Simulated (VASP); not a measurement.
# Hf (P6_3/mmc) in VASP: a series of runs, part 3 of 3

VASP 6.6.1. The steps go on from the part before.

### Step 6. Electric field gradients, PBE

File INCAR:

```
SYSTEM = Hf
PREC = Accurate
ENCUT = 520
EDIFF = 1E-8
ISMEAR = -1
SIGMA = 0.05
LREAL = .False.
LASPH = .True.
NELM = 60
ALGO = Normal
ISIF = 2
LWAVE = .False.
LCHARG = .False.
GGA = PE
LEFG = .True.
NBANDS = 17
```

File KPOINTS:

```
regular mesh
0
Gamma
  12 12 7
  0 0 0
```

File POSCAR:

```
Hf
1.0
    3.1923846315      0.0000000000      0.0000000000
   -1.5961923157      2.7646861895      0.0000000000
    0.0000000000      0.0000000000      5.0450416400
Hf
2
Direct
    0.3333333333      0.6666666667      0.2500000000
    0.6666666667      0.3333333333      0.7500000000
```

Potentials or basis: VASP PAW PBE potentials, release 64 (Hf_pv).

The run is started by

```
$ cat potpaw_PBE.64/Hf_pv/POTCAR > POTCAR
$ mpirun -np 1 vasp_std > vasp.out
```

OUTCAR:

```text
SYSTEM = Hf
   PREC = Accurate
   ENCUT = 520
   EDIFF = 1E-8
   ISMEAR = -1
   LREAL = .False.
   LASPH = .True.
   NELM = 60
   ISIF = 2
   GGA = PE

 ion  position               nearest neighbor table
   1  0.333  0.667  0.250-   2 3.12   2 3.12   2 3.12   2 3.12   2 3.12   2 3.12
   2  0.667  0.333  0.750-   1 3.12   1 3.12   1 3.12   1 3.12   1 3.12   1 3.12

  LATTYP: Found a hexagonal cell.
 ALAT       =     3.1923846315
 C/A-ratio  =     1.5803364013

  Lattice vectors:

 A1 = (   3.1923846315,   0.0000000000,   0.0000000000)
 A2 = (  -1.5961923157,   2.7646861895,   0.0000000000)
 A3 = (   0.0000000000,   0.0000000000,   5.0450416400)

Analysis of symmetry for initial positions (statically):
=====================================================================
 Subroutine PRICEL returns:
 Original cell was already a primitive cell.

 Routine SETGRP: Setting up the symmetry group for a
 hexagonal supercell.

 Subroutine GETGRP returns: Found 24 space group operations
 (whereof 12 operations were pure point group operations)
 out of a pool of 24 trial point group operations.

The static configuration has the point symmetry D_3d.
 The point group associated with its full space group is D_6h.

Analysis of symmetry for dynamics (positions and initial velocities):
=====================================================================
 Subroutine PRICEL returns:
 Original cell was already a primitive cell.

 Routine SETGRP: Setting up the symmetry group for a
 hexagonal supercell.

 Subroutine GETGRP returns: Found 24 space group operations
 (whereof 12 operations were pure point group operations)
 out of a pool of 24 trial point group operations.

The dynamic configuration has the point symmetry D_3d.
 The point group associated with its full space group is D_6h.

 Subroutine INISYM returns: Found 24 space group operations
 (whereof 12 operations are pure point group operations),
 and found     1 'primitive' translations

----------------------------------------------------------------------------------------

                                     Primitive cell

  volume of cell :      44.5272

  direct lattice vectors                    reciprocal lattice vectors
     3.192384631  0.000000000  0.000000000     0.313245462  0.180852352  0.000000000
    -1.596192316  2.764686189  0.000000000     0.000000000  0.361704704  0.000000000
     0.000000000  0.000000000  5.045041640     0.000000000  0.000000000  0.198214419

  length of vectors
     3.192384631  3.192384631  5.045041640     0.361704704  0.361704704  0.198214419

  position of ions in fractional coordinates (direct lattice)
     0.333333333  0.666666667  0.250000000
     0.666666667  0.333333333  0.750000000

  ion indices of the primitive-cell ions
   primitive index   ion index
                 1           1
                 2           2

----------------------------------------------------------------------------------------

[... 70 lines left out ...]
   LREAL  =      F    real-space projection
   EDIFFG = 0.1E-06   stopping-criterion for IOM
   NSW    =      0    number of steps for IOM
   IBRION =     -1    ionic relax: 0-MD 1-quasi-New 2-CG
   NFREE  =      0    steps in history (QN), initial steepest desc. (CG)
   ISIF   =      2    stress and relaxation
   ISYM   =      2    0-nonsym 1-usesym 2-fastsym
   POTIM  = 0.5000    time-step for ionic-motion
   TEBEG  =    0.0;   TEEND  =   0.0 temperature during run
   PSTRESS=    0.0 pullay stress
   NELECT =      20.0000    total number of electrons
   NUPDOWN=      -1.0000    fix difference up-down
   EMIN   =  10.00;   EMAX   =-10.00  energy-range for DOS
   EFERMI =   0.00;   METHOD = LEGACY
   ISMEAR =    -1;   SIGMA  =   0.05  broadening in eV -4-tet -1-fermi 0-gaus
   EFERMI_NEDOS =   21; number of points for ismear=-14 and -15
   IALGO  =     38    algorithm
   IMIX   =      4    mixing-type and parameters
     AMIX     =   0.40;   BMIX     =  1.00
     AMIX_MAG =   1.60;   BMIX_MAG =  1.00
  volume/ion in A,a.u.               =      22.26       150.24
  Fermi-wavevector in a.u.,A,eV,Ry     =   1.253746  2.369236 21.386713  1.571879
  Thomas-Fermi vector in A             =   2.387584
   LORBIT       =      0    0 simple, 1 ext, 2 COOP (PROOUT), +10 PAW based schemes
   GGA     = PE    functional components
   LHFCALC =     F    Hartree Fock is set to
   AEXX    =    0.0000 exact exchange contribution
   IVDW    =     0    specifies the selected vdW correction
   LEPSILON=     F    determine dielectric tensor
   LRPA    =     F    only Hartree local field effects (RPA)
 non-spin polarized calculation
  energy-cutoff  :      520.00
  volume of cell :       44.53
 maximum number of plane-waves:      1220
 NGX is ok and might be reduce to    24
   NGX = 11   NGY = 11   NGZ = 19

 number of electron      20.0000003 magnetization

 Free energy of the ion-electron system (eV)
  ---------------------------------------------------
  ext. energy  EPLUGINS =         0.00000000
  ---------------------------------------------------
  free energy    TOTEN  =       -19.85494014 eV

  energy without entropy =      -19.84211370  energy(sigma->0) =      -19.84852692

 E-fermi :   4.9581     XC(G=0): -11.3053

 val. band max:        4.9576056876   @ k =   0.0000   0.0000   0.4286
 cond. band min:       4.9730069785   @ k =   0.1667   0.0000   0.1429
 fundamental gap:      0.0154012909
 Fermi energy:         4.9581137010

 k-point     1 :       0.0000    0.0000    0.0000
  band No.  band energies     occupation
      1     -26.1197      2.00000
      2     -25.3667      2.00000
      3     -25.3667      2.00000
      4     -25.2366      2.00000
      5     -25.2362      2.00000
      6     -25.2362      2.00000
[... 457 lines left out ...]
      4     -25.4927      2.00000
      5     -25.3644      2.00000
      6     -25.3122      2.00000
[... 9 lines left out ...]
     16       9.4729      0.00000
     17      11.1694      0.00000

 [... further k-points ...]
[... 5 lines left out ...]
  --------------------------------------------------------------------------------------
  -------------------------------------------------------------------------------------
  Total        0.2558325      0.2558325      0.2721872      0.0000000      0.0000000      0.0000000
  in kB        9.2053542      9.2053542      9.7938290      0.0000000      0.0000000      0.0000000
  external PRESSURE =       9.4015125 kB  Pullay stress =       0.0000000 kB

 VOLUME and BASIS-vectors are now :
 -----------------------------------------------------------------------------
  energy-cutoff  :      520.00
  volume of cell :       44.53
      direct lattice vectors                 reciprocal lattice vectors
     3.192384631  0.000000000  0.000000000     0.313245462  0.180852352  0.000000000
    -1.596192316  2.764686189  0.000000000     0.000000000  0.361704704  0.000000000
     0.000000000  0.000000000  5.045041640     0.000000000  0.000000000  0.198214419

 POSITION                                       TOTAL-FORCE (eV/Angst)
 -----------------------------------------------------------------------------------
     -0.00000      1.84312      1.26126        -0.000000      0.000000      0.000000
      1.59619      0.92156      3.78378         0.000000     -0.000000      0.000000
 -----------------------------------------------------------------------------------
    total drift:                                0.000000     -0.000000      0.000000

  FREE ENERGIE OF THE ION-ELECTRON SYSTEM (eV)
  ---------------------------------------------------
  free  energy   TOTEN  =       -19.8549401403 eV

  energy  without entropy=      -19.8421137044  energy(sigma->0) =      -19.84852692

 Electric field gradients (V/A^2)
---------------------------------------------------------------------
 ion       V_xx      V_yy      V_zz      V_xy      V_xz      V_yz
---------------------------------------------------------------------
   1     -42.380   -42.380    84.760     0.000    -0.000     0.000
   2     -42.380   -42.380    84.760     0.000     0.000    -0.000
---------------------------------------------------------------------

 Electric field gradients after diagonalization (V/A^2)
 (convention: |V_zz| > |V_xx| > |V_yy|)
----------------------------------------------------------------------
 ion       V_xx      V_yy      V_zz     asymmetry (V_yy - V_xx)/ V_zz
----------------------------------------------------------------------
   1     -42.380   -42.379    84.760       0.000
   2     -42.380   -42.379    84.760       0.000
----------------------------------------------------------------------

           NMR quadrupolar parameters

 Cq : quadrupolar parameter    Cq=e*Q*V_zz/h
 eta: asymmetry parameters     (V_yy - V_xx)/ V_zz
 Q  : nuclear electric quadrupole moment in mb (millibarn)
----------------------------------------------------------------------
 ion       Cq(MHz)       eta       Q (mb)
----------------------------------------------------------------------
   1       0.205       0.000       1.000
   2       0.205       0.000       1.000
----------------------------------------------------------------------
```

stdout:

```text
POSCAR found type information on POSCAR Hf
 POSCAR found :  1 types and       2 ions
 scaLAPACK will be used
 LDA part: xc-table for (Slater+PW92), standard interpolation
 POSCAR, INCAR and KPOINTS ok, starting setup
 FFT: planning ... GRIDC
 FFT: planning ... GRID_SOFT
 FFT: planning ... GRID
 WAVECAR not read
 entering main loop
ion   1

ion   2
```

It took 19 s on 1 thread of Intel Xeon Platinum 8559C (Emerald Rapids), shared host; peak memory 0.19 GiB.

What came out:

- Free energy: -19.8549 eV
- Pressure: 0.9 GPa
- Band gap on the k mesh: zero (band 10 reaches 6.13 eV, above the bottom of band 11 at 4.64 eV)

Electric field gradients, principal values (V/Å²):
| atom | least | middle | greatest (by size) |
| --- | --- | --- | --- |
| 1 Hf | -42.379 | -42.380 | 84.760 |
| 2 Hf | -42.379 | -42.380 | 84.760 |

Caveat: without QUAD_EFG the Cq values of the log hold for a quadrupole moment of 1 mb, not for the nuclei; spin-orbit coupling is left out, which moves the levels of the heavy elements.

### Step 7. Electric field gradients, PBEsol

File INCAR:

```
ALGO = Normal
EDIFF = 1E-8
ENCUT = 520
GGA = PS
ISIF = 2
ISMEAR = -5
LASPH = T
LCHARG = F
LEFG = T
LREAL = F
LWAVE = F
NBANDS = 17
NELM = 80
PREC = Accurate
SIGMA = 0.1
```

File KPOINTS:

```
k-points
0
Gamma
  12 12 7
```

POSCAR is that of step 6.

Potentials or basis: VASP PAW PBE potentials, release 64 (Hf_pv).

The run is started by

```
$ cat potpaw_PBE.64/Hf_pv/POTCAR > POTCAR
$ mpirun -np 1 vasp_std > vasp.out
```

OUTCAR:

```text
EDIFF = 1E-8
   ENCUT = 520
   GGA = PS
   ISIF = 2
   ISMEAR = -5
   LASPH = T
   LREAL = F
   NELM = 80
   PREC = Accurate

 ion  position               nearest neighbor table
   1  0.333  0.667  0.250-   2 3.12   2 3.12   2 3.12   2 3.12   2 3.12   2 3.12
   2  0.667  0.333  0.750-   1 3.12   1 3.12   1 3.12   1 3.12   1 3.12   1 3.12

  LATTYP: Found a hexagonal cell.
 ALAT       =     3.1923846315
 C/A-ratio  =     1.5803364013

  Lattice vectors:

 A1 = (   3.1923846315,   0.0000000000,   0.0000000000)
 A2 = (  -1.5961923157,   2.7646861895,   0.0000000000)
 A3 = (   0.0000000000,   0.0000000000,   5.0450416400)

Analysis of symmetry for initial positions (statically):
=====================================================================
 Subroutine PRICEL returns:
 Original cell was already a primitive cell.

 Routine SETGRP: Setting up the symmetry group for a
[... 674 lines left out ...]
  energy-cutoff  :      520.00
  volume of cell :       44.53
      direct lattice vectors                 reciprocal lattice vectors
     3.192384631  0.000000000  0.000000000     0.313245462  0.180852352  0.000000000
    -1.596192316  2.764686189  0.000000000     0.000000000  0.361704704  0.000000000
     0.000000000  0.000000000  5.045041640     0.000000000  0.000000000  0.198214419

 POSITION                                       TOTAL-FORCE (eV/Angst)
 -----------------------------------------------------------------------------------
     -0.00000      1.84312      1.26126         0.000000      0.000000      0.000000
      1.59619      0.92156      3.78378        -0.000000      0.000000      0.000000
 -----------------------------------------------------------------------------------
    total drift:                                0.000000     -0.000000      0.000000

  FREE ENERGIE OF THE ION-ELECTRON SYSTEM (eV)
  ---------------------------------------------------
  free  energy   TOTEN  =       -20.9891014318 eV

  energy  without entropy=      -20.9891014318  energy(sigma->0) =      -20.98910143

 Electric field gradients (V/A^2)
---------------------------------------------------------------------
 ion       V_xx      V_yy      V_zz      V_xy      V_xz      V_yz
---------------------------------------------------------------------
   1     -38.036   -38.036    76.072     0.000    -0.000     0.000
   2     -38.036   -38.036    76.072     0.000     0.000    -0.000
---------------------------------------------------------------------

 Electric field gradients after diagonalization (V/A^2)
 (convention: |V_zz| > |V_xx| > |V_yy|)
----------------------------------------------------------------------
 ion       V_xx      V_yy      V_zz     asymmetry (V_yy - V_xx)/ V_zz
----------------------------------------------------------------------
   1     -38.036   -38.035    76.072       0.000
   2     -38.036   -38.035    76.072       0.000
----------------------------------------------------------------------

           NMR quadrupolar parameters

 Cq : quadrupolar parameter    Cq=e*Q*V_zz/h
 eta: asymmetry parameters     (V_yy - V_xx)/ V_zz
 Q  : nuclear electric quadrupole moment in mb (millibarn)
----------------------------------------------------------------------
 ion       Cq(MHz)       eta       Q (mb)
----------------------------------------------------------------------
   1       0.184       0.000       1.000
   2       0.184       0.000       1.000
----------------------------------------------------------------------
```

Run time: 19 s. Hardware: 1 thread of Intel Xeon Platinum 8559C (Emerald Rapids), shared host; peak memory 0.19 GiB.

What came out:

- Free energy: -20.9891 eV
- Pressure: -3.7 GPa
- Band gap on the k mesh: zero (band 10 reaches 5.96 eV, above the bottom of band 11 at 4.49 eV)

Levels at points of the mesh, in eV from the Fermi level:
```tsv
k point	band 8	band 9	band 10	band 11	band 12	band 13
(0.00, 0.00, 0.00)	-3.75	0.67	1.14	1.14	1.43	1.97
(0.50, 0.00, 0.00)	-2.79	-2.27	-0.81	0.74	0.85	1.66
```

Electric field gradients, principal values (V/Å²):
```csv
atom,least,middle,greatest (by size)
1 Hf,-38.035,-38.036,76.072
2 Hf,-38.035,-38.036,76.072
```

Caveat: without QUAD_EFG the Cq values of the log hold for a quadrupole moment of 1 mb, not for the nuclei; the PAW data sets were made with another functional, which shifts forces and pressure a little; spin-orbit coupling is left out, which moves the levels of the heavy elements; tetrahedron occupations give inexact forces and stress in metals.

### Step 8. The runs side by side

| level | potentials or basis | cell | smearing | gap on the mesh (eV) | pressure (GPa) |
| --- | --- | --- | --- | --- | --- |
| r2SCAN | VASP PAW PBE potentials, release 64 (Hf_pv) | a = 3.192, b = 3.192, c = 5.045 Å, angles 90.0, 90.0, 120.0°, 2 atoms | fermi-dirac 0.05 eV | none | -0.1 |
| r2SCAN | VASP PAW PBE potentials, release 64 (Hf_pv) | a = 3.214, b = 3.214, c = 5.078 Å, angles 90.0, 90.0, 120.0°, 2 atoms | fermi-dirac 0.05 eV | none | -2.3 |
| LDA | VASP PAW LDA potentials, release 64 (Hf_pv) | a = 3.192, b = 3.192, c = 5.045 Å, angles 90.0, 90.0, 120.0°, 2 atoms | fermi-dirac 0.05 eV | none | -7.1 |
| PBEsol | VASP PAW PBE potentials, release 64 (Hf_pv) | a = 3.192, b = 3.192, c = 5.045 Å, angles 90.0, 90.0, 120.0°, 2 atoms | fermi-dirac 0.05 eV | none | -3.6 |
| PBE | VASP PAW PBE potentials, release 64 (Hf_pv) | a = 3.192, b = 3.192, c = 5.045 Å, angles 90.0, 90.0, 120.0°, 2 atoms | fermi-dirac 0.05 eV | none | 0.9 |
| PBEsol | VASP PAW PBE potentials, release 64 (Hf_pv) | a = 3.192, b = 3.192, c = 5.045 Å, angles 90.0, 90.0, 120.0°, 2 atoms | tetrahedron | none | -3.7 |

Alike in all rows: task electric field gradients; no spin polarisation; k mesh 12 × 12 × 7; cutoff (eV) 520.

Caveats: spin-orbit coupling is left out, which moves the levels of the heavy elements; the PAW data sets were made with another functional, which shifts forces and pressure a little (some runs); tetrahedron occupations give inexact forces and stress in metals (some runs).

Total energies depend on the potentials used, so only differences within one code and one set of settings carry meaning.
